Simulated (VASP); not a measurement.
# La3Si2O (P6_3/mmc) in VASP: further runs

Runs on La3Si2O. Level: PBE. Tasks: single point.

Everything below comes from runs of VASP 6.6.1. Logs are shortened: lines on timing, memory, paths and dates and some standing lists are left out, and cuts for length are marked.

## Step 1: The cell of the first run

Symmetry: P6_3/mmc, No. 194, hexagonal system. Conventional cell: a = 6.131 Å, b = 6.131 Å, c = 8.470 Å, α = 90.00°, β = 90.00°, γ = 120.00°. Within 2.2 Å of La (site symmetry mm2) lie 1 O at 1.62 Å and 2 Si at 2.10 Å. Within 1.8 Å of Si (site symmetry 3m) lie 1 O at 1.33 Å and 1 Si at 1.58 Å. O (site symmetry -6m2) has 2 Si at 1.33 Å and 3 La at 1.62 Å within 1.8 Å.

The cell was built from a structure type or drawn by symmetry, and may not be a known phase.

## Step 2: Single point, PBE

File INCAR:

```
SYSTEM = La3Si2O
  PREC = Accurate
  ENCUT = 520
  EDIFF = 1E-6
  ISMEAR = 0
  SIGMA = 0.1
  LREAL = .False.
  LASPH = .True.
  NELM = 100
  ALGO = Normal
  ISIF = 2
  LWAVE = .False.
  LCHARG = .True.
  GGA = PE
  LELF = .True.
  LVHAR = .True.
  NBANDS = 59
```

File KPOINTS:

```
regular mesh
0
Gamma
  3 3 2
  0 0 0
```

File POSCAR:

```
La3Si2O
1.0
    6.1311141700      0.0000000000      0.0000000000
   -3.0655570900      5.3097006300      0.0000000000
    0.0000000000      0.0000000000      8.4703589900
La Si O
6 4 2
Direct
    0.1525682700      0.8474317300      0.2500000000
    0.1525682700      0.3051365500      0.2500000000
    0.6948634500      0.8474317300      0.2500000000
    0.8474317300      0.1525682700      0.7500000000
    0.8474317300      0.6948634500      0.7500000000
    0.3051365500      0.1525682700      0.7500000000
    0.0000000000      0.0000000000      0.0931505900
    0.0000000000      0.0000000000      0.4068494100
    0.0000000000      0.0000000000      0.9068494100
    0.0000000000      0.0000000000      0.5931505900
    0.0000000000      0.0000000000      0.2500000000
    0.0000000000      0.0000000000      0.7500000000
```

Potentials or basis: VASP PAW PBE potentials, release 64 (La, Si, O).

On the command line:

```console
$ cat potpaw_PBE.64/La/POTCAR potpaw_PBE.64/Si/POTCAR potpaw_PBE.64/O/POTCAR > POTCAR
$ mpirun -np 1 vasp_std > vasp.out
```

OUTCAR:

```text
SYSTEM = La3Si2O
   PREC = Accurate
   ENCUT = 520
   EDIFF = 1E-6
   ISMEAR = 0
   LREAL = .False.
   LASPH = .True.
   NELM = 100
   ISIF = 2
   GGA = PE

 ion  position               nearest neighbor table
   1  0.153  0.847  0.250-  11 1.62   8 2.10   7 2.10   3 2.81   2 2.81   3 3.32   2 3.32   9 3.33
                            10 3.33
   2  0.153  0.305  0.250-  11 1.62   8 2.10   7 2.10   3 2.81   1 2.81   3 3.32   1 3.32  10 3.33
                             9 3.33
   3  0.695  0.847  0.250-  11 1.62   8 2.10   7 2.10   1 2.81   2 2.81   1 3.32   2 3.32  10 3.33
                             9 3.33
   4  0.847  0.153  0.750-  12 1.62  10 2.10   9 2.10   6 2.81   5 2.81   6 3.32   5 3.32   7 3.33
                             8 3.33
   5  0.847  0.695  0.750-  12 1.62  10 2.10   9 2.10   6 2.81   4 2.81   6 3.32   4 3.32   8 3.33
                             7 3.33
   6  0.305  0.153  0.750-  12 1.62  10 2.10   9 2.10   4 2.81   5 2.81   4 3.32   5 3.32   8 3.33
                             7 3.33
   7  0.000  0.000  0.093-  11 1.33   9 1.58   1 2.10   3 2.10   2 2.10   8 2.66   4 3.33   6 3.33
                             5 3.33
   8  0.000  0.000  0.407-  11 1.33  10 1.58   1 2.10   3 2.10   2 2.10   7 2.66   4 3.33   6 3.33
                             5 3.33
   9  0.000  0.000  0.907-  12 1.33   7 1.58   4 2.10   6 2.10   5 2.10  10 2.66   1 3.33   3 3.33
                             2 3.33
  10  0.000  0.000  0.593-  12 1.33   8 1.58   4 2.10   6 2.10   5 2.10   9 2.66   1 3.33   3 3.33
                             2 3.33
  11  0.000  0.000  0.250-   7 1.33   8 1.33   1 1.62   3 1.62   2 1.62
  12  0.000  0.000  0.750-   9 1.33  10 1.33   4 1.62   6 1.62   5 1.62

  LATTYP: Found a hexagonal cell.
 ALAT       =     6.1311141700
 C/A-ratio  =     1.3815366596

  Lattice vectors:

 A1 = (   6.1311141700,   0.0000000000,   0.0000000000)
 A2 = (  -3.0655570900,   5.3097006300,   0.0000000000)
 A3 = (   0.0000000000,   0.0000000000,   8.4703589900)

Analysis of symmetry for initial positions (statically):
=====================================================================
 Subroutine PRICEL returns:
 Original cell was already a primitive cell.

 Routine SETGRP: Setting up the symmetry group for a
 hexagonal supercell.

 Subroutine GETGRP returns: Found 24 space group operations
 (whereof 12 operations were pure point group operations)
 out of a pool of 24 trial point group operations.

The static configuration has the point symmetry D_3d.
 The point group associated with its full space group is D_6h.

Analysis of symmetry for dynamics (positions and initial velocities):
=====================================================================
 Subroutine PRICEL returns:
 Original cell was already a primitive cell.

 Routine SETGRP: Setting up the symmetry group for a
 hexagonal supercell.

 Subroutine GETGRP returns: Found 24 space group operations
 (whereof 12 operations were pure point group operations)
 out of a pool of 24 trial point group operations.

The dynamic configuration has the point symmetry D_3d.
 The point group associated with its full space group is D_6h.

 Subroutine INISYM returns: Found 24 space group operations
 (whereof 12 operations are pure point group operations),
 and found     1 'primitive' translations

----------------------------------------------------------------------------------------

                                     Primitive cell

  volume of cell :     275.7473

  direct lattice vectors                    reciprocal lattice vectors
     6.131114170  0.000000000  0.000000000     0.163102492  0.094167268  0.000000000
    -3.065557090  5.309700630  0.000000000     0.000000000  0.188334535  0.000000000
     0.000000000  0.000000000  8.470358990     0.000000000  0.000000000  0.118058751

  length of vectors
     6.131114170  6.131114177  8.470358990     0.188334535  0.188334535  0.118058751

  position of ions in fractional coordinates (direct lattice)
     0.152568270  0.847431730  0.250000000
     0.152568270  0.305136550  0.250000000
     0.694863450  0.847431730  0.250000000
     0.847431730  0.152568270  0.750000000
     0.847431730  0.694863450  0.750000000
     0.305136550  0.152568270  0.750000000
     0.000000000  0.000000000  0.093150590
     0.000000000  0.000000000  0.406849410
     0.000000000  0.000000000  0.906849410
[... 25 lines left out ...]
 generate k-points for:    3    3    2

 Generating k-lattice:

  Cartesian coordinates                     Fractional coordinates (reciprocal lattice)
     0.054367497  0.031389089  0.000000000     0.333333333  0.000000000  0.000000000
     0.000000000  0.062778178  0.000000000     0.000000000  0.333333333  0.000000000
     0.000000000  0.000000000  0.059029375     0.000000000  0.000000000  0.500000000

  Length of vectors
     0.062778178  0.062778178  0.059029375

  Shift w.r.t. Gamma in fractional coordinates (k-lattice)
     0.000000000  0.000000000  0.000000000

 Subroutine IBZKPT returns following result:
 ===========================================

 Found      6 irreducible k-points:

 Following reciprocal coordinates:
            Coordinates               Weight
  0.000000  0.000000  0.000000      1.000000
  0.333333 -0.000000  0.000000      6.000000
  0.333333  0.333333  0.000000      2.000000
  0.000000  0.000000  0.500000      1.000000
  0.333333 -0.000000  0.500000      6.000000
  0.333333  0.333333  0.500000      2.000000
   k-points           NKPTS =      6   k-points in BZ     NKDIM =      6   number of bands    NBANDS=     59
   number of dos      NEDOS =    301   number of ions     NIONS =     12
   total plane-waves  NPLWV = 147456
   dimension x,y,z NGX =    48 NGY =   48 NGZ =   64
   dimension x,y,z NGXF=    96 NGYF=   96 NGZF=  128
   ions per type =               6   4   2
   NGX,Y,Z   is equivalent  to a cutoff of  13.02, 13.02, 12.56 a.u.
   NGXF,Y,Z  is equivalent  to a cutoff of  26.03, 26.03, 25.12 a.u.
 SYSTEM =  La3Si2O
   PREC   = accura    normal or accurate (medium, high low for compatibility)
   ISTART =      0    job   : 0-new  1-cont  2-samecut
   ICHARG =      2    charge: 1-file 2-atom 10-const
   ISPIN  =      1    spin polarized calculation?
   LNONCOLLINEAR =      F non collinear calculations
   LSORBIT =      F    spin-orbit coupling
   LASPH  =      T    aspherical Exc in radial PAW
   ENCUT  =  520.0 eV  38.22 Ry    6.18 a.u.  11.40 11.40 15.75*2*pi/ulx,y,z
   NELM   =    100;   NELMIN=  2; NELMDL= -5     # of ELM steps
   EDIFF  = 0.1E-05   stopping-criterion for ELM
   LREAL  =      F    real-space projection
   EDIFFG = 0.1E-04   stopping-criterion for IOM
   NSW    =      0    number of steps for IOM
   IBRION =     -1    ionic relax: 0-MD 1-quasi-New 2-CG
   NFREE  =      0    steps in history (QN), initial steepest desc. (CG)
   ISIF   =      2    stress and relaxation
   ISYM   =      2    0-nonsym 1-usesym 2-fastsym
   POTIM  = 0.5000    time-step for ionic-motion
   TEBEG  =    0.0;   TEEND  =   0.0 temperature during run
   PSTRESS=    0.0 pullay stress
   NELECT =      94.0000    total number of electrons
   NUPDOWN=      -1.0000    fix difference up-down
   EMIN   =  10.00;   EMAX   =-10.00  energy-range for DOS
   EFERMI =   0.00;   METHOD = LEGACY
   ISMEAR =     0;   SIGMA  =   0.10  broadening in eV -4-tet -1-fermi 0-gaus
   EFERMI_NEDOS =   21; number of points for ismear=-14 and -15
   IALGO  =     38    algorithm
   IMIX   =      4    mixing-type and parameters
     AMIX     =   0.40;   BMIX     =  1.00
     AMIX_MAG =   1.60;   BMIX_MAG =  1.00
  volume/ion in A,a.u.               =      22.98       155.07
  Fermi-wavevector in a.u.,A,eV,Ry     =   1.143616  2.161122 17.794494  1.307858
  Thomas-Fermi vector in A             =   2.280311
   LORBIT       =      0    0 simple, 1 ext, 2 COOP (PROOUT), +10 PAW based schemes
   GGA     = PE    functional components
   LHFCALC =     F    Hartree Fock is set to
   AEXX    =    0.0000 exact exchange contribution
   IVDW    =     0    specifies the selected vdW correction
   LEPSILON=     F    determine dielectric tensor
   LRPA    =     F    only Hartree local field effects (RPA)
 non-spin polarized calculation
 Gauss-broadening in eV      SIGMA  =   0.10
  energy-cutoff  :      520.00
  volume of cell :      275.75
 maximum number of plane-waves:      7495
 NGX is ok and might be reduce to    48
   NGX = 23   NGY = 23   NGZ = 31

 number of electron      93.9999991 magnetization

 Free energy of the ion-electron system (eV)
  ---------------------------------------------------
  ext. energy  EPLUGINS =         0.00000000
  ---------------------------------------------------
  free energy    TOTEN  =        54.83872834 eV

  energy without entropy =       54.87833074  energy(sigma->0) =       54.85852954

 E-fermi :   8.3064     XC(G=0):  -9.2466

 val. band max:        8.2061388100   @ k =   0.3333  -0.0000   0.5000
 cond. band min:       8.3659994714   @ k =   0.3333  -0.0000   0.0000
 fundamental gap:      0.1598606614
 Fermi energy:         8.3064059956

 k-point     1 :       0.0000    0.0000    0.0000
  band No.  band energies     occupation
      1     -32.1792      2.00000
      2     -32.1553      2.00000
      3     -25.6217      2.00000
      4     -25.6217      2.00000
      5     -25.6145      2.00000
      6     -25.6145      2.00000
[... 361 lines left out ...]
     58      10.0891      0.00000
     59      10.6326      0.00000

------------------------ aborting loop because EDIFF is reached ----------------------------------------

  FORCE on cell =-STRESS in cart. coord.  units (eV):
  Direction    XX          YY          ZZ          XY          YZ          ZX
  --------------------------------------------------------------------------------------
  -------------------------------------------------------------------------------------
  Total      230.3588090    230.3588094    342.5019966     -0.0000002      0.0000000      0.0000000
  in kB     1338.4561606   1338.4561633   1990.0428786     -0.0000013      0.0000000      0.0000000
  external PRESSURE =    1555.6517342 kB  Pullay stress =       0.0000000 kB

 VOLUME and BASIS-vectors are now :
 -----------------------------------------------------------------------------
  energy-cutoff  :      520.00
  volume of cell :      275.75
      direct lattice vectors                 reciprocal lattice vectors
     6.131114170  0.000000000  0.000000000     0.163102492  0.094167268  0.000000000
    -3.065557090  5.309700630  0.000000000     0.000000000  0.188334535  0.000000000
     0.000000000  0.000000000  8.470358990     0.000000000  0.000000000  0.118058751

 POSITION                                       TOTAL-FORCE (eV/Angst)
 -----------------------------------------------------------------------------------
     -1.66244      4.49961      2.11759        40.010192    -23.099895      0.000000
     -0.00000      1.62018      2.11759        -0.000000     46.199790      0.000000
      1.66244      4.49961      2.11759       -40.010192    -23.099895      0.000000
      4.72799      0.81009      6.35277       -40.010192     23.099895      0.000000
      3.06556      3.68952      6.35277         0.000000    -46.199790      0.000000
      1.40312      0.81009      6.35277        40.010192     23.099895      0.000000
      0.00000      0.00000      0.78902         0.000000     -0.000000    -12.707200
      0.00000      0.00000      3.44616         0.000000      0.000000     12.707200
      0.00000      0.00000      7.68134         0.000000      0.000000     12.707200
      0.00000      0.00000      5.02420         0.000000     -0.000000    -12.707200
      0.00000      0.00000      2.11759         0.000000      0.000000      0.000000
      0.00000      0.00000      6.35277         0.000000     -0.000000      0.000000
 -----------------------------------------------------------------------------------
    total drift:                               -0.000000     -0.000000      0.000000

  FREE ENERGIE OF THE ION-ELECTRON SYSTEM (eV)
  ---------------------------------------------------
  free  energy   TOTEN  =        54.8387283409 eV

  energy  without entropy=       54.8783307375  energy(sigma->0) =       54.85852954
```

Run time: 4 min. Hardware: 1 thread of Intel Xeon Platinum 8488C (Sapphire Rapids), shared host; peak memory 0.4 GiB.

What came out:

- Free energy: 54.8387 eV
- Pressure: 155.6 GPa
- Largest force: 46.200 eV/Å
- Band gap on the k mesh: zero (bands 47 and 48 overlap by 0.43 eV)

Forces in eV/Å, atoms in the order of the input:
```
La   40.010 -23.100   0.000
La    0.000  46.200   0.000
La  -40.010 -23.100   0.000
La  -40.010  23.100   0.000
La    0.000 -46.200   0.000
La   40.010  23.100   0.000
Si    0.000   0.000 -12.707
Si    0.000   0.000  12.707
Si    0.000   0.000  12.707
Si    0.000   0.000 -12.707
O     0.000   0.000   0.000
O     0.000   0.000   0.000
```

Levels at points of the mesh, in eV from the Fermi level:
| k point | band 44 | band 45 | band 46 | band 47 | band 48 | band 49 |
| --- | --- | --- | --- | --- | --- | --- |
| (0.00, 0.00, 0.00) | -1.02 | -0.91 | -0.91 | -0.27 | 0.13 | 0.13 |
| (0.00, 0.00, 0.50) | -1.80 | -1.32 | -1.32 | 0.12 | 0.12 | 0.12 |

Caveat: the k points lie up to 0.39 Å⁻¹ apart; spin-orbit coupling is left out, which moves the levels of the heavy elements; forces of over 1 eV/Å act on the atoms, so gaps and moduli don't describe the material at rest.

## Step 3: Single point, PBE

This run uses another cell than the first one, of 47.37 Å³/atom.

File INCAR:

```
SYSTEM = La3Si2O
ALGO = Normal
EDIFF = 1E-6
ENCUT = 520
GGA = PE
ISIF = 2
ISMEAR = 0
LASPH = .TRUE.
LCHARG = .FALSE.
LREAL = .FALSE.
LWAVE = .FALSE.
NBANDS = 59
NELM = 60
PREC = Accurate
SIGMA = 0.1
```

File KPOINTS:

```
k-points
0
G
  3 3 2
  0 0 0
```

File POSCAR:

```
La3Si2O
1.0
    7.0782734971      0.0000000033      0.0000000000
   -3.5391367514      6.1299646617      0.0000000000
    0.0000000000      0.0000000000     13.0997561358
La Si O
6 4 2
Direct
    0.1852938835      0.8147061165      0.2500000000
    0.1852938835      0.3705877669      0.2500000000
    0.6294122331      0.8147061165      0.2500000000
    0.8147061165      0.1852938835      0.7500000000
    0.8147061165      0.6294122331      0.7500000000
    0.3705877669      0.1852938835      0.7500000000
    0.0000000000      0.0000000000      0.0901781721
    0.0000000000      0.0000000000      0.4098218279
    0.0000000000      0.0000000000      0.9098218279
    0.0000000000      0.0000000000      0.5901781721
    0.0000000000      0.0000000000      0.2500000000
    0.0000000000      0.0000000000      0.7500000000
```

Potentials or basis: VASP PAW PBE potentials, release 64 (La, Si, O).

On the command line:

```console
$ cat potpaw_PBE.64/La/POTCAR potpaw_PBE.64/Si/POTCAR potpaw_PBE.64/O/POTCAR > POTCAR
$ mpirun -np 1 vasp_std > vasp.out
```

Wall time 11 min (1 thread of Intel Xeon Platinum 8488C (Sapphire Rapids), shared host); peak memory 0.69 GiB.

Results (log left out):

```yaml
Free_energy: -56.8898 eV
Pressure: 0.1 GPa
Largest_force: 0.023 eV/Å
Band_gap_on_the_k_mesh: zero (bands 47 and 48 overlap by 0.50 eV)
```

Forces in eV/Å, atoms in the order of the input:
```
La  -0.020  0.011  0.000
La   0.000 -0.023  0.000
La   0.020  0.011  0.000
La   0.020 -0.011  0.000
La   0.000  0.023  0.000
La  -0.020 -0.011  0.000
Si   0.000  0.000 -0.006
Si   0.000  0.000  0.006
Si   0.000  0.000  0.006
Si   0.000  0.000 -0.006
O    0.000  0.000  0.000
O    0.000  0.000  0.000
```

Stress tensor (GPa, compression positive):
```
-0.06  0.00  0.00
 0.00 -0.06  0.00
 0.00  0.00  0.30
```

Levels at points of the mesh, in eV from the Fermi level:
```
           k point  band 45  band 46  band 47  band 48  band 49  band 50
(0.00, 0.00, 0.00)    -0.55    -0.41    -0.12    -0.12    -0.11     0.26
(0.00, 0.00, 0.50)    -0.29    -0.29    -0.29    -0.29     0.13     0.13
```

Caveat: spin-orbit coupling is left out, which moves the levels of the heavy elements.
